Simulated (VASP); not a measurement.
# YBe in VASP: further runs, part 2 of 2

VASP 6.6.1. The steps go on from the part before.

## (3) Relaxation of cell and atoms, PBE

This run uses another cell than the first one, of 19.78 Å³/atom, 1.124 times its volume.

Input file INCAR:

```
PREC = Accurate ; ENCUT = 600
EDIFF = 1E-7 ; ISMEAR = 0
SIGMA = 0.1 ; LREAL = False
LASPH = True ; NELM = 80
ALGO = Normal ; ISIF = 3
LWAVE = False ; LCHARG = False
GGA = PE ; IBRION = 2
NSW = 90 ; EDIFFG = -0.04
```

Input file KPOINTS:

```
regular mesh
0
Gamma
  6 6 6
```

Input file POSCAR:

```
YBe
1.0
    3.3431392580      0.0000000000      0.0000000000
    0.0000000000      3.3431392580      0.0000000000
    0.0000000000      0.0000000000      3.5402806327
Y Be
1 1
Direct
    0.5000000000      0.5000000000      0.5000000000
    0.0000000000      0.0000000000      0.0000000000
```

Potentials or basis: VASP PAW PBE potentials, release 64 (Y_sv, Be).

Run with:

```sh
$ cat potpaw_PBE.64/Y_sv/POTCAR potpaw_PBE.64/Be/POTCAR > POTCAR
$ mpirun -np 1 vasp_std > vasp.out
```

OUTCAR:

```text
PREC = Accurate
   ENCUT = 600
   EDIFF = 1E-7
   ISMEAR = 0
   LREAL = False
   LASPH = True
   NELM = 80
   ISIF = 3
   GGA = PE
   IBRION = 2
   NSW = 90
   EDIFFG = -0.04

 ion  position               nearest neighbor table
   1  0.500  0.500  0.500-   2 2.95   2 2.95   2 2.95   2 2.95   2 2.95   2 2.95   2 2.95   2 2.95

   2  0.000  0.000  0.000-   1 2.95   1 2.95   1 2.95   1 2.95   1 2.95   1 2.95   1 2.95   1 2.95

  LATTYP: Found a simple tetragonal cell.
 ALAT       =     3.3431392580
 C/A-ratio  =     1.0589689389

  Lattice vectors:

 A1 = (   3.3431392580,   0.0000000000,   0.0000000000)
 A2 = (   0.0000000000,   3.3431392580,   0.0000000000)
 A3 = (   0.0000000000,   0.0000000000,   3.5402806327)

Analysis of symmetry for initial positions (statically):
=====================================================================
 Subroutine PRICEL returns:
 Original cell was already a primitive cell.

 Routine SETGRP: Setting up the symmetry group for a
 simple tetragonal supercell.

 Subroutine GETGRP returns: Found 16 space group operations
[... 174 lines left out ...]
  -------------------------------------------------------------------------------------
  Total        0.3526491      0.3526491     -0.3883273      0.0000000      0.0000000      0.0000000
  in kB       14.2792938     14.2792938    -15.7239595      0.0000000      0.0000000      0.0000000
  external PRESSURE =       4.2782093 kB  Pullay stress =       0.0000000 kB
[... 131 lines left out ...]
--------------------------------------- Ionic step        5  -------------------------------------------

 number of electron      12.9999999 magnetization

 Free energy of the ion-electron system (eV)
  ---------------------------------------------------
  ext. energy  EPLUGINS =         0.00000000
  ---------------------------------------------------
  free energy    TOTEN  =       -10.02341209 eV

  energy without entropy =      -10.01116072  energy(sigma->0) =      -10.01728641

 E-fermi :   3.6225     XC(G=0):  -9.8640

 val. band max:        3.6220561375   @ k =   0.1667   0.1667   0.1667
 cond. band min:       3.6546287484   @ k =   0.1667   0.0000   0.0000
 fundamental gap:      0.0325726109
 Fermi energy:         3.6224668232

 k-point     1 :       0.0000    0.0000    0.0000
  band No.  band energies     occupation
      1     -38.6673      2.00000
      2     -18.4560      2.00000
      3     -18.4560      2.00000
      4     -18.4550      2.00000
      5      -2.5919      2.00000
      6       3.4712      1.96757
      7       3.4712      1.96754
      8       7.7134      0.00000
      9       7.7134      0.00000
     10       7.7302      0.00000
[... 287 lines left out ...]
 k-point    24 :       0.5000    0.0000    0.3333
  band No.  band energies     occupation
      1     -38.5967      2.00000
      2     -18.9013      2.00000
      3     -18.7700      2.00000
      4     -18.3745      2.00000
      5       0.4329      2.00000
      6       2.0909      2.00000
      7       3.7669      0.04102
      8       4.8233      0.00000
      9       6.1026      0.00000
     10       7.1311      0.00000

 [... further k-points ...]
[... 5 lines left out ...]
  --------------------------------------------------------------------------------------
  -------------------------------------------------------------------------------------
  Total        0.0450238      0.0450238      0.0594409      0.0000000      0.0000000     -0.0000000
  in kB        1.8090842      1.8090842      2.3883722      0.0000000      0.0000000     -0.0000000
  external PRESSURE =       2.0021802 kB  Pullay stress =       0.0000000 kB
[... 17 lines left out ...]
  FREE ENERGIE OF THE ION-ELECTRON SYSTEM (eV)
  ---------------------------------------------------
  free  energy   TOTEN  =       -10.0234120940 eV

  energy  without entropy=      -10.0111607183  energy(sigma->0) =      -10.01728641

 reached required accuracy - stopping structural energy minimisation
```

OSZICAR:

```text
N       E                     dE             d eps       ncg     rms          rms(c)
DAV:   1     0.325243510629E+02    0.32524E+02   -0.72316E+03   800   0.129E+03
DAV:   2    -0.819796375111E+01   -0.40722E+02   -0.39957E+02   918   0.215E+02
DAV:   3    -0.105672819951E+02   -0.23693E+01   -0.23447E+01  1200   0.424E+01
[... 46 lines left out ...]
DAV:   3    -0.100226315698E+02    0.27584E-02   -0.24508E-02  1162   0.102E+00    0.342E-01
DAV:   4    -0.100228364668E+02   -0.20490E-03   -0.78997E-04   916   0.239E-01    0.256E-01
DAV:   5    -0.100233394089E+02   -0.50294E-03   -0.87779E-04  1240   0.142E-01    0.600E-02
DAV:   6    -0.100233993242E+02   -0.59915E-04   -0.43247E-05   982   0.609E-02    0.130E-02
DAV:   7    -0.100234121697E+02   -0.12846E-04   -0.40829E-05  1264   0.311E-02    0.988E-03
DAV:   8    -0.100234120940E+02    0.75790E-07   -0.68138E-07  1052   0.690E-03
   5 F= -.10023412E+02 E0= -.10017286E+02  d E =-.883495E-03
```

Wall time 67 s (1 thread of Intel Xeon 6975P-C, shared host); peak memory 0.19 GiB.

Results:

* Free energy: -10.0234 eV
* Relaxed volume: 19.94 Å³/atom
* Relaxed cell: a = 3.417 Å, b = 3.417 Å, c = 3.414 Å, α = 90.00°, β = 90.00°, γ = 90.00°
* Space group after relaxing (to 0.05 Å): Pm-3m (No. 221)
* Energy gained by relaxing: 8.0 meV/atom
* Ionic steps: 5
* Pressure after relaxing: 0.2 GPa

Step by step:
| step | energy change (eV) | largest force (eV/Å) | pressure (GPa) | volume (Å³) |
| --- | --- | --- | --- | --- |
| 1 | 0.0000 | 0.0000 | 0.43 | 39.57 |
| 2 | -0.0083 | 0.0000 | 0.09 | 39.87 |
| 3 | -0.0150 | 0.0000 | -0.74 | 40.50 |
| 4 | -0.0152 | 0.0000 | -0.59 | 40.39 |
| 5 | -0.0161 | 0.0000 | 0.20 | 39.87 |

Final structure:
```cif
data_structure
_symmetry_space_group_name_H-M 'P 1'
_symmetry_Int_Tables_number 1
_cell_length_a 3.4175
_cell_length_b 3.4175
_cell_length_c 3.4142
_cell_angle_alpha 90.000
_cell_angle_beta 90.000
_cell_angle_gamma 90.000
_cell_volume 39.87
loop_
_atom_site_label
_atom_site_type_symbol
_atom_site_fract_x
_atom_site_fract_y
_atom_site_fract_z
_atom_site_occupancy
Y1 Y 0.50000 0.50000 0.50000 1
Be1 Be 0.00000 0.00000 0.00000 1
```

Levels at points of the mesh, in eV from the Fermi level:
| k point | band 5 | band 6 | band 7 | band 8 | band 9 | band 10 |
| --- | --- | --- | --- | --- | --- | --- |
| (0.00, 0.00, 0.00) | -6.21 | -0.15 | -0.15 | 4.09 | 4.09 | 4.11 |
| (0.50, 0.00, 0.00) | -3.31 | -2.89 | 0.71 | 1.47 | 1.49 | 5.32 |
| (0.50, 0.50, 0.00) | -3.32 | -0.11 | -0.11 | 0.23 | 3.11 | 3.11 |
| (0.00, 0.00, 0.50) | -3.31 | -2.88 | 0.72 | 1.47 | 1.47 | 5.31 |
| (0.50, 0.00, 0.50) | -3.32 | -0.11 | -0.11 | 0.23 | 3.10 | 3.10 |
| (0.50, 0.50, 0.50) | -2.08 | -2.08 | -2.08 | 1.23 | 6.03 | 6.03 |

## (4) Single point, PBE

This run uses another cell than the first one, of 19.98 Å³/atom, 1.134 times its volume.

Input file INCAR:

```
PREC = Accurate ; ENCUT = 520
EDIFF = 1E-6 ; ISMEAR = 0
SIGMA = 0.1 ; LREAL = False
LASPH = True ; NELM = 60
ALGO = Normal ; ISIF = 2
LWAVE = False ; LCHARG = False
GGA = PE ; NBANDS = 14
```

Input file KPOINTS:

```
regular mesh
0
Gamma
  16 16 16
```

Input file POSCAR:

```
YBe
1.0
    3.4186136842      0.0000000000      0.0000000000
    0.0000000000      3.4186136842      0.0000000000
    0.0000000000      0.0000000000      3.4186136842
Y Be
1 1
Direct
    0.5000000000      0.5000000000      0.5000000000
    0.0000000000      0.0000000000      0.0000000000
```

Run with:

```sh
$ cat potpaw_PBE.64/Y_sv/POTCAR potpaw_PBE.64/Be/POTCAR > POTCAR
$ mpirun -np 1 vasp_std > vasp.out
```

Run time: 73 s. Hardware: 1 thread of Intel Xeon 6975P-C, shared host; peak memory 0.25 GiB.

It converged, with:

* Free energy: -10.0227 eV
* Pressure: -0.1 GPa

Levels at points of the mesh, in eV from the Fermi level:
```csv
k point,band 5,band 6,band 7,band 8,band 9,band 10
"(0.00, 0.00, 0.00)",-6.16,-0.11,-0.11,4.15,4.15,4.15
"(0.50, 0.00, 0.00)",-3.26,-2.83,0.76,1.52,1.52,5.33
"(0.50, 0.50, 0.00)",-3.26,-0.06,-0.06,0.27,3.13,3.13
"(0.50, 0.50, 0.50)",-2.03,-2.03,-2.03,1.28,6.06,6.06
```

## (5) Single point, PBE

This run uses another cell than the first one, of 19.98 Å³/atom, 1.134 times its volume.

Input file INCAR:

```
  PREC = Accurate
  ENCUT = 520
  EDIFF = 1E-7
  ISMEAR = 0
  SIGMA = 0.1
  LREAL = False
  LASPH = True
  NELM = 80
  ALGO = Normal
  ISIF = 2
  LWAVE = False
  LCHARG = False
  GGA = PE
  NBANDS = 14
```

Input file KPOINTS:

```
Automatic mesh
0
Gamma
  16 16 16
```

Input file POSCAR:

```
YBe
1.0
    3.4186206355      0.0000000000      0.0000000000
    0.0000000000      3.4186206355      0.0000000000
    0.0000000000      0.0000000000      3.4186206355
Y Be
1 1
Direct
    0.0000000000      0.0000000000      0.0000000000
    0.5000000000      0.5000000000      0.5000000000
```

Potentials or basis: VASP PAW PBE potentials, release 64 (Y_sv, Be).

Run with:

```sh
$ cat potpaw_PBE.64/Y_sv/POTCAR potpaw_PBE.64/Be/POTCAR > POTCAR
$ mpirun -np 1 vasp_std > vasp.out
```

OUTCAR:

```text
PREC = Accurate
   ENCUT = 520
   EDIFF = 1E-7
   ISMEAR = 0
   LREAL = False
   LASPH = True
   NELM = 80
   ISIF = 2
   GGA = PE

 ion  position               nearest neighbor table
   1  0.000  0.000  0.000-   2 2.96   2 2.96   2 2.96   2 2.96   2 2.96   2 2.96   2 2.96   2 2.96

   2  0.500  0.500  0.500-   1 2.96   1 2.96   1 2.96   1 2.96   1 2.96   1 2.96   1 2.96   1 2.96

  LATTYP: Found a simple cubic cell.
 ALAT       =     3.4186206355

  Lattice vectors:

 A1 = (   3.4186206355,   0.0000000000,   0.0000000000)
 A2 = (   0.0000000000,   3.4186206355,   0.0000000000)
 A3 = (   0.0000000000,   0.0000000000,   3.4186206355)

Analysis of symmetry for initial positions (statically):
=====================================================================
 Subroutine PRICEL returns:
 Original cell was already a primitive cell.

 Routine SETGRP: Setting up the symmetry group for a
 simple cubic supercell.

 Subroutine GETGRP returns: Found 48 space group operations
 (whereof 48 operations were pure point group operations)
 out of a pool of 48 trial point group operations.

The static configuration has the point symmetry O_h .

Analysis of symmetry for dynamics (positions and initial velocities):
=====================================================================
 Subroutine PRICEL returns:
 Original cell was already a primitive cell.

 Routine SETGRP: Setting up the symmetry group for a
 simple cubic supercell.

 Subroutine GETGRP returns: Found 48 space group operations
 (whereof 48 operations were pure point group operations)
 out of a pool of 48 trial point group operations.

The dynamic configuration has the point symmetry O_h .

 Subroutine INISYM returns: Found 48 space group operations
 (whereof 48 operations are pure point group operations),
 and found     1 'primitive' translations

----------------------------------------------------------------------------------------

[... 116 lines left out ...]
   LORBIT       =      0    0 simple, 1 ext, 2 COOP (PROOUT), +10 PAW based schemes
   GGA     = PE    functional components
   LHFCALC =     F    Hartree Fock is set to
   AEXX    =    0.0000 exact exchange contribution
   IVDW    =     0    specifies the selected vdW correction
   LEPSILON=     F    determine dielectric tensor
   LRPA    =     F    only Hartree local field effects (RPA)
 non-spin polarized calculation
 Gauss-broadening in eV      SIGMA  =   0.10
  energy-cutoff  :      520.00
  volume of cell :       39.95
 maximum number of plane-waves:      1108
 NGX is ok and might be reduce to    28
   NGX = 13   NGY = 13   NGZ = 13

 number of electron      12.9999999 magnetization

 Free energy of the ion-electron system (eV)
  ---------------------------------------------------
  ext. energy  EPLUGINS =         0.00000000
  ---------------------------------------------------
  free energy    TOTEN  =       -10.02268048 eV

  energy without entropy =      -10.00935261  energy(sigma->0) =      -10.01601654

 E-fermi :   3.5641     XC(G=0):  -9.8551

 val. band max:        3.5626393250   @ k =   0.1250   0.0000   0.0000
 cond. band min:       3.5645321746   @ k =   0.1250   0.0625   0.0000
 fundamental gap:      0.0018928496
 Fermi energy:         3.5640576544

 k-point     1 :       0.0000    0.0000    0.0000
  band No.  band energies     occupation
      1     -38.7063      2.00000
      2     -18.4940      2.00000
      3     -18.4940      2.00000
      4     -18.4940      2.00000
      5      -2.5927      2.00000
      6       3.4574      1.86858
      7       3.4574      1.86858
      8       7.7143      0.00000
      9       7.7143      0.00000
     10       7.7143      0.00000
     11       8.5682      0.00000
     12       8.5682      0.00000
     13       8.5682      0.00000
     14      14.4058      0.00000
[... 377 lines left out ...]
      1     -38.6602      2.00000
      2     -18.9823      2.00000
      3     -18.5179      2.00000
      4     -18.4396      2.00000
      5       0.5928      2.00000
      6       0.6825      2.00000
      7       4.5015      0.00000
      8       4.7211      0.00000
      9       5.2344      0.00000
     10       8.4307      0.00000
     11       9.9101      0.00000
     12      11.9351      0.00000
     13      12.3462      0.00000
     14      12.7515      0.00000

 [... further k-points ...]
[... 5 lines left out ...]
  --------------------------------------------------------------------------------------
  -------------------------------------------------------------------------------------
  Total       -0.0154726     -0.0154726     -0.0154726      0.0000000      0.0000000     -0.0000000
  in kB       -0.6204697     -0.6204697     -0.6204697      0.0000000      0.0000000     -0.0000000
  external PRESSURE =      -0.6204697 kB  Pullay stress =       0.0000000 kB

 VOLUME and BASIS-vectors are now :
 -----------------------------------------------------------------------------
  energy-cutoff  :      520.00
  volume of cell :       39.95
      direct lattice vectors                 reciprocal lattice vectors
     3.418620635  0.000000000  0.000000000     0.292515639  0.000000000  0.000000000
     0.000000000  3.418620635  0.000000000     0.000000000  0.292515639  0.000000000
     0.000000000  0.000000000  3.418620635     0.000000000  0.000000000  0.292515639

 POSITION                                       TOTAL-FORCE (eV/Angst)
 -----------------------------------------------------------------------------------
      0.00000      0.00000      0.00000         0.000000      0.000000      0.000000
      1.70931      1.70931      1.70931         0.000000      0.000000      0.000000
 -----------------------------------------------------------------------------------
    total drift:                               -0.000000     -0.000000     -0.000000

  FREE ENERGIE OF THE ION-ELECTRON SYSTEM (eV)
  ---------------------------------------------------
  free  energy   TOTEN  =       -10.0226804833 eV

  energy  without entropy=      -10.0093526061  energy(sigma->0) =      -10.01601654
```

OSZICAR:

```text
N       E                     dE             d eps       ncg     rms          rms(c)
DAV:   1     0.284486493276E+02    0.28449E+02   -0.61423E+03  4628   0.833E+02
DAV:   2    -0.915333527082E+01   -0.37602E+02   -0.36006E+02  5934   0.175E+02
DAV:   3    -0.107552670295E+02   -0.16019E+01   -0.15849E+01  7018   0.245E+01
DAV:   4    -0.107961425038E+02   -0.40875E-01   -0.40859E-01  5234   0.400E+00
DAV:   5    -0.107972642773E+02   -0.11218E-02   -0.11217E-02  6698   0.532E-01    0.290E+01
DAV:   6    -0.100884005368E+02    0.70886E+00   -0.70688E-01  5166   0.511E+00    0.201E+01
DAV:   7    -0.100730334546E+02    0.15367E-01   -0.70651E-01  6178   0.482E+00    0.185E+00
DAV:   8    -0.100276902177E+02    0.45343E-01   -0.23401E-01  5028   0.305E+00    0.252E+00
DAV:   9    -0.100249545189E+02    0.27357E-02   -0.90625E-03  5874   0.669E-01    0.130E+00
DAV:  10    -0.100233814119E+02    0.15731E-02   -0.11583E-02  4974   0.660E-01    0.465E-01
DAV:  11    -0.100226862587E+02    0.69515E-03   -0.16838E-03  4860   0.286E-01    0.101E-01
DAV:  12    -0.100226833638E+02    0.28949E-05   -0.82845E-05  6308   0.670E-02    0.458E-02
DAV:  13    -0.100226804940E+02    0.28698E-05   -0.10780E-05  7154   0.183E-02    0.528E-02
DAV:  14    -0.100226804833E+02    0.10737E-07   -0.94103E-07  6376   0.715E-03
   1 F= -.10022680E+02 E0= -.10016017E+02  d E =-.133279E-01
```

It took 64 s on 1 thread of Intel Xeon 6975P-C, shared host; peak memory 0.25 GiB.

Results:

```yaml
Free_energy: -10.0227 eV
Pressure: -0.1 GPa
```

## (6) Overview

```tsv
task	cell	k mesh	cutoff (eV)	gap on the mesh (eV)	pressure (GPa)	relaxed volume (Å³/atom)
relaxation of cell and atoms	relaxed from a = 3.278 Å, 2 atoms	6 × 6 × 6	600	none	0.0	20.00
relaxation of cell and atoms	relaxed from a = 3.343, b = 3.343, c = 3.540 Å, 2 atoms	6 × 6 × 6	600	none	0.2	19.94
single point	a = 3.419 Å, 2 atoms	16 × 16 × 16	520	none	-0.1	-
```

Alike in all rows: level PBE; potentials or basis VASP PAW PBE potentials, release 64 (Y_sv, Be); no spin polarisation; smearing gaussian 0.1 eV.

Total energies depend on the potentials used, so only differences within one code and one set of settings carry meaning.
